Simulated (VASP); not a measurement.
# GaN (F-43m) in VASP: single point with PBE

Aim: the single point of GaN with PBE.

Program: VASP 6.6.1. These are calculated values, not measurements. Logs are shortened: lines on timing, memory, paths and dates and some standing lists are left out, and cuts for length are marked.

### 1 The cell of the first run

The structure is cubic, space group F-43m (No. 216). The conventional cell has a = 4.548 Å, b = 4.548 Å, c = 4.548 Å, α = 90.00°, β = 90.00°, γ = 90.00°. Within 2.6 Å of Ga (site symmetry -43m) lie 4 N at 1.97 Å. Within 2.6 Å of N (site symmetry -43m) lie 4 Ga at 1.97 Å.

### 2 Single point, PBE

File INCAR:

```
PREC = Accurate
ENCUT = 600
EDIFF = 1E-6
ISMEAR = 0
SIGMA = 0.02
LREAL = F
LASPH = T
NELM = 120
ALGO = Normal
ISIF = 2
LWAVE = F
LCHARG = T
GGA = PE
LELF = T
LVHAR = T
NBANDS = 16
GGA_COMPAT = F
```

File KPOINTS:

```
Automatic mesh
0
Gamma
  10 10 10
```

File POSCAR:

```
GaN
1.0
    0.0000000000      2.2741461228      2.2741461228
    2.2741461228      0.0000000000      2.2741461228
    2.2741461228      2.2741461228      0.0000000000
Ga N
1 1
Direct
    0.0000000000      0.0000000000      0.0000000000
    0.7500000000      0.7500000000      0.7500000000
```

Potentials or basis: VASP PAW PBE potentials, release 64 (Ga_d, N).

Command:

```console
$ cat potpaw_PBE.64/Ga_d/POTCAR potpaw_PBE.64/N/POTCAR > POTCAR
$ mpirun -np 1 vasp_std > vasp.out
```

OUTCAR:

```text
PREC = Accurate
   ENCUT = 600
   EDIFF = 1E-6
   ISMEAR = 0
   LREAL = F
   LASPH = T
   NELM = 120
   ISIF = 2
   GGA = PE

 ion  position               nearest neighbor table
   1  0.000  0.000  0.000-   2 1.97   2 1.97   2 1.97   2 1.97
   2  0.750  0.750  0.750-   1 1.97   1 1.97   1 1.97   1 1.97

  LATTYP: Found a face centered cubic cell.
 ALAT       =     4.5482922456

  Lattice vectors:

 A1 = (   0.0000000000,   2.2741461228,   2.2741461228)
 A2 = (   2.2741461228,   0.0000000000,   2.2741461228)
 A3 = (   2.2741461228,   2.2741461228,   0.0000000000)

Analysis of symmetry for initial positions (statically):
=====================================================================
 Subroutine PRICEL returns:
 Original cell was already a primitive cell.

 Routine SETGRP: Setting up the symmetry group for a
 face centered cubic supercell.

 Subroutine GETGRP returns: Found 24 space group operations
 (whereof 24 operations were pure point group operations)
 out of a pool of 48 trial point group operations.

The static configuration has the point symmetry T_d .

Analysis of symmetry for dynamics (positions and initial velocities):
=====================================================================
 Subroutine PRICEL returns:
 Original cell was already a primitive cell.

 Routine SETGRP: Setting up the symmetry group for a
 face centered cubic supercell.

 Subroutine GETGRP returns: Found 24 space group operations
 (whereof 24 operations were pure point group operations)
 out of a pool of 48 trial point group operations.

The dynamic configuration has the point symmetry T_d .

 Subroutine INISYM returns: Found 24 space group operations
 (whereof 24 operations are pure point group operations),
 and found     1 'primitive' translations

----------------------------------------------------------------------------------------

                                     Primitive cell

  volume of cell :      23.5226

  direct lattice vectors                    reciprocal lattice vectors
     0.000000000  2.274146123  2.274146123    -0.219862741  0.219862741  0.219862741
     2.274146123  0.000000000  2.274146123     0.219862741 -0.219862741  0.219862741
     2.274146123  2.274146123  0.000000000     0.219862741  0.219862741 -0.219862741

  length of vectors
     3.216128290  3.216128290  3.216128290     0.380813438  0.380813438  0.380813438

  position of ions in fractional coordinates (direct lattice)
     0.000000000  0.000000000  0.000000000
     0.750000000  0.750000000  0.750000000

  ion indices of the primitive-cell ions
   primitive index   ion index
                 1           1
                 2           2

----------------------------------------------------------------------------------------

 KPOINTS: Automatic mesh

Automatic generation of k-mesh.
 Grid dimensions read from file:
 generate k-points for:   10   10   10

 Generating k-lattice:

  Cartesian coordinates                     Fractional coordinates (reciprocal lattice)
    -0.021986274  0.021986274  0.021986274     0.100000000  0.000000000  0.000000000
     0.021986274 -0.021986274  0.021986274     0.000000000  0.100000000  0.000000000
     0.021986274  0.021986274 -0.021986274     0.000000000  0.000000000  0.100000000

  Length of vectors
     0.038081344  0.038081344  0.038081344

  Shift w.r.t. Gamma in fractional coordinates (k-lattice)
     0.000000000  0.000000000  0.000000000

 Subroutine IBZKPT returns following result:
 ===========================================

 Found     47 irreducible k-points:

 Following reciprocal coordinates:
            Coordinates               Weight
  0.000000  0.000000  0.000000      1.000000
  0.100000  0.000000  0.000000      8.000000
  0.200000  0.000000  0.000000      8.000000
  0.300000  0.000000  0.000000      8.000000
  0.400000  0.000000  0.000000      8.000000
  0.500000  0.000000  0.000000      4.000000
[... 16 lines left out ...]
  0.300000  0.300000  0.000000      6.000000
  0.400000  0.300000  0.000000     24.000000
 [... further k-points ...]
   k-points           NKPTS =     47   k-points in BZ     NKDIM =     47   number of bands    NBANDS=     16
   number of dos      NEDOS =    301   number of ions     NIONS =      2
   total plane-waves  NPLWV =  21952
   dimension x,y,z NGX =    28 NGY =   28 NGZ =   28
   dimension x,y,z NGXF=    56 NGYF=   56 NGZF=   56
   ions per type =               1   1
   NGX,Y,Z   is equivalent  to a cutoff of  14.47, 14.47, 14.47 a.u.
   NGXF,Y,Z  is equivalent  to a cutoff of  28.95, 28.95, 28.95 a.u.
 SYSTEM =  unknown system
   PREC   = accura    normal or accurate (medium, high low for compatibility)
   ISTART =      0    job   : 0-new  1-cont  2-samecut
   ICHARG =      2    charge: 1-file 2-atom 10-const
   ISPIN  =      1    spin polarized calculation?
   LNONCOLLINEAR =      F non collinear calculations
   LSORBIT =      F    spin-orbit coupling
   LASPH  =      T    aspherical Exc in radial PAW
   ENCUT  =  600.0 eV  44.10 Ry    6.64 a.u.   6.42  6.42  6.42*2*pi/ulx,y,z
   NELM   =    120;   NELMIN=  2; NELMDL= -5     # of ELM steps
   EDIFF  = 0.1E-05   stopping-criterion for ELM
   LREAL  =      F    real-space projection
   EDIFFG = 0.1E-04   stopping-criterion for IOM
   NSW    =      0    number of steps for IOM
   IBRION =     -1    ionic relax: 0-MD 1-quasi-New 2-CG
   NFREE  =      0    steps in history (QN), initial steepest desc. (CG)
   ISIF   =      2    stress and relaxation
   ISYM   =      2    0-nonsym 1-usesym 2-fastsym
   POTIM  = 0.5000    time-step for ionic-motion
   TEBEG  =    0.0;   TEEND  =   0.0 temperature during run
   PSTRESS=    0.0 pullay stress
   NELECT =      18.0000    total number of electrons
   NUPDOWN=      -1.0000    fix difference up-down
   EMIN   =  10.00;   EMAX   =-10.00  energy-range for DOS
   EFERMI =   0.00;   METHOD = LEGACY
   ISMEAR =     0;   SIGMA  =   0.02  broadening in eV -4-tet -1-fermi 0-gaus
   EFERMI_NEDOS =   21; number of points for ismear=-14 and -15
   IALGO  =     38    algorithm
   IMIX   =      4    mixing-type and parameters
     AMIX     =   0.40;   BMIX     =  1.00
     AMIX_MAG =   1.60;   BMIX_MAG =  1.00
  volume/ion in A,a.u.               =      11.76        79.37
  Fermi-wavevector in a.u.,A,eV,Ry     =   1.497398  2.829672 30.507001  2.242201
  Thomas-Fermi vector in A             =   2.609291
   LORBIT       =      0    0 simple, 1 ext, 2 COOP (PROOUT), +10 PAW based schemes
   GGA     = PE    functional components
   LHFCALC =     F    Hartree Fock is set to
   AEXX    =    0.0000 exact exchange contribution
   IVDW    =     0    specifies the selected vdW correction
   LEPSILON=     F    determine dielectric tensor
   LRPA    =     F    only Hartree local field effects (RPA)
 non-spin polarized calculation
 Gauss-broadening in eV      SIGMA  =   0.02
  energy-cutoff  :      600.00
  volume of cell :       23.52
 maximum number of plane-waves:       801
 NGX is ok and might be reduce to    28
   NGX = 13   NGY = 13   NGZ = 13

 number of electron      18.0000002 magnetization

 Free energy of the ion-electron system (eV)
  ---------------------------------------------------
  ext. energy  EPLUGINS =         0.00000000
  ---------------------------------------------------
  free energy    TOTEN  =       -12.15504261 eV

  energy without entropy =      -12.15504261  energy(sigma->0) =      -12.15504261

 E-fermi :   5.0776     XC(G=0): -11.5215

 val. band max:        4.9881672203   @ k =   0.0000   0.0000   0.0000
 cond. band min:       6.5360063262   @ k =   0.0000   0.0000   0.0000
 fundamental gap:      1.5478391059
 Fermi energy:         5.0776248814

 k-point     1 :       0.0000    0.0000    0.0000
  band No.  band energies     occupation
      1     -10.7163      2.00000
      2      -8.4349      2.00000
      3      -8.4349      2.00000
      4      -8.4349      2.00000
      5      -8.1419      2.00000
      6      -8.1419      2.00000
[... 8 lines left out ...]
     15      23.6363      0.00000
     16      23.6363      0.00000

 k-point     2 :       0.1000    0.0000    0.0000
  band No.  band energies     occupation
      1     -10.6128      2.00000
      2      -8.4224      2.00000
      3      -8.4224      2.00000
      4      -8.3939      2.00000
      5      -8.1431      2.00000
      6      -8.1431      2.00000
[... 8 lines left out ...]
     15      22.3552      0.00000
     16      22.3552      0.00000

 k-point     3 :       0.2000    0.0000    0.0000
  band No.  band energies     occupation
      1     -10.3560      2.00000
      2      -8.3933      2.00000
      3      -8.3933      2.00000
      4      -8.2248      2.00000
      5      -8.1418      2.00000
      6      -8.1418      2.00000
[... 8 lines left out ...]
     15      21.5966      0.00000
     16      21.5966      0.00000

 k-point     4 :       0.3000    0.0000    0.0000
  band No.  band energies     occupation
      1     -10.0925      2.00000
      2      -8.3675      2.00000
      3      -8.3675      2.00000
      4      -8.1292      2.00000
      5      -8.1292      2.00000
      6      -7.8245      2.00000
[... 8 lines left out ...]
     15      22.0442      0.00000
     16      22.0442      0.00000

 k-point     5 :       0.4000    0.0000    0.0000
  band No.  band energies     occupation
      1      -9.9415      2.00000
      2      -8.3563      2.00000
      3      -8.3563      2.00000
      4      -8.1085      2.00000
      5      -8.1085      2.00000
      6      -7.2328      2.00000
[... 8 lines left out ...]
     15      23.3757      0.00000
     16      23.3757      0.00000

 k-point     6 :       0.5000    0.0000    0.0000
  band No.  band energies     occupation
      1      -9.8990      2.00000
      2      -8.3543      2.00000
      3      -8.3543      2.00000
      4      -8.0982      2.00000
      5      -8.0982      2.00000
      6      -6.8941      2.00000
[... 8 lines left out ...]
     15      24.3249      0.00000
     16      24.3249      0.00000

 k-point     7 :       0.1000    0.1000    0.0000
  band No.  band energies     occupation
      1     -10.5788      2.00000
      2      -8.4110      2.00000
      3      -8.4110      2.00000
      4      -8.3950      2.00000
      5      -8.1511      2.00000
      6      -8.1351      2.00000
[... 8 lines left out ...]
     15      23.6077      0.00000
     16      24.3205      0.00000

 k-point     8 :       0.2000    0.1000    0.0000
  band No.  band energies     occupation
      1     -10.3748      2.00000
      2      -8.3915      2.00000
      3      -8.3808      2.00000
      4      -8.2817      2.00000
      5      -8.1457      2.00000
      6      -8.1284      2.00000
[... 8 lines left out ...]
     15      23.3597      0.00000
     16      23.5025      0.00000

 k-point     9 :       0.3000    0.1000    0.0000
  band No.  band energies     occupation
      1     -10.1190      2.00000
      2      -8.3685      2.00000
      3      -8.3512      2.00000
      4      -8.1811      2.00000
      5      -8.1166      2.00000
      6      -7.9085      2.00000
[... 8 lines left out ...]
     15      22.5356      0.00000
     16      23.4524      0.00000
[... 172 lines left out ...]
 k-point    19 :       0.5000    0.2000    0.0000
  band No.  band energies     occupation
      1      -9.8319      2.00000
      2      -8.3384      2.00000
      3      -8.2830      2.00000
      4      -8.1784      2.00000
      5      -8.0945      2.00000
      6      -6.7840      2.00000
[... 8 lines left out ...]
     15      24.9388      0.00000
     16      25.2864      0.00000

 k-point    20 :      -0.4000    0.2000    0.0000
  band No.  band energies     occupation
      1      -9.8258      2.00000
      2      -8.3433      2.00000
      3      -8.2886      2.00000
      4      -8.1507      2.00000
      5      -8.1167      2.00000
      6      -6.6669      2.00000
[... 8 lines left out ...]
     15      23.3711      0.00000
     16      24.9603      0.00000

 k-point    21 :      -0.3000    0.2000    0.0000
  band No.  band energies     occupation
      1      -9.8801      2.00000
      2      -8.3451      2.00000
      3      -8.3052      2.00000
      4      -8.1475      2.00000
      5      -8.1427      2.00000
      6      -7.1057      2.00000
[... 8 lines left out ...]
     15      21.9966      0.00000
     16      25.2809      0.00000

 k-point    22 :      -0.2000    0.2000    0.0000
  band No.  band energies     occupation
      1     -10.0121      2.00000
      2      -8.3520      2.00000
      3      -8.3391      2.00000
      4      -8.1620      2.00000
      5      -8.1488      2.00000
      6      -7.6555      2.00000
[... 8 lines left out ...]
     15      22.0836      0.00000
     16      25.2097      0.00000

 k-point    23 :       0.3000    0.3000    0.0000
  band No.  band energies     occupation
      1      -9.9365      2.00000
      2      -8.2923      2.00000
      3      -8.2601      2.00000
      4      -8.2601      2.00000
      5      -8.0954      2.00000
      6      -7.6326      2.00000
[... 8 lines left out ...]
     15      26.7587      0.00000
     16      26.9912      0.00000

 k-point    24 :       0.4000    0.3000    0.0000
  band No.  band energies     occupation
      1      -9.8385      2.00000
      2      -8.3110      2.00000
      3      -8.2284      2.00000
      4      -8.2283      2.00000
      5      -8.0860      2.00000
      6      -7.1851      2.00000
[... 8 lines left out ...]
     15      26.8503      0.00000
     16      27.1188      0.00000

 [... further k-points ...]
[... 5 lines left out ...]
  --------------------------------------------------------------------------------------
  -------------------------------------------------------------------------------------
  Total       -0.0031276     -0.0031276     -0.0031276     -0.0000000      0.0000000     -0.0000000
  in kB       -0.2130250     -0.2130250     -0.2130250     -0.0000000      0.0000000     -0.0000000
  external PRESSURE =      -0.2130250 kB  Pullay stress =       0.0000000 kB

 VOLUME and BASIS-vectors are now :
 -----------------------------------------------------------------------------
  energy-cutoff  :      600.00
  volume of cell :       23.52
      direct lattice vectors                 reciprocal lattice vectors
     0.000000000  2.274146123  2.274146123    -0.219862741  0.219862741  0.219862741
     2.274146123  0.000000000  2.274146123     0.219862741 -0.219862741  0.219862741
     2.274146123  2.274146123  0.000000000     0.219862741  0.219862741 -0.219862741

 POSITION                                       TOTAL-FORCE (eV/Angst)
 -----------------------------------------------------------------------------------
      0.00000      0.00000      0.00000        -0.000000      0.000000      0.000000
      3.41122      3.41122      3.41122         0.000000     -0.000000     -0.000000
 -----------------------------------------------------------------------------------
    total drift:                               -0.000000     -0.000000     -0.000000

  FREE ENERGIE OF THE ION-ELECTRON SYSTEM (eV)
  ---------------------------------------------------
  free  energy   TOTEN  =       -12.1550426133 eV

  energy  without entropy=      -12.1550426133  energy(sigma->0) =      -12.15504261
```

Run time: 13 s. Hardware: 1 thread of Intel Xeon 6975P-C (Granite Rapids), shared host; peak memory 0.16 GiB.

What came out:

```yaml
Free_energy: -12.1550 eV
Pressure: 0.0 GPa
Band_gap_on_the_k_mesh: 1.55 eV
```

Levels at points of the mesh, in eV from the valence-band top:
```
           k point  band 7  band 8  band 9  band 10  band 11  band 12
(0.00, 0.00, 0.00)    0.00    0.00    0.00     1.55    10.13    10.13
(0.50, 0.00, 0.00)   -6.86   -0.93   -0.93     4.45     8.59    10.22
(0.50, 0.50, 0.00)   -6.01   -2.61   -2.61     3.34     6.50    11.52
```
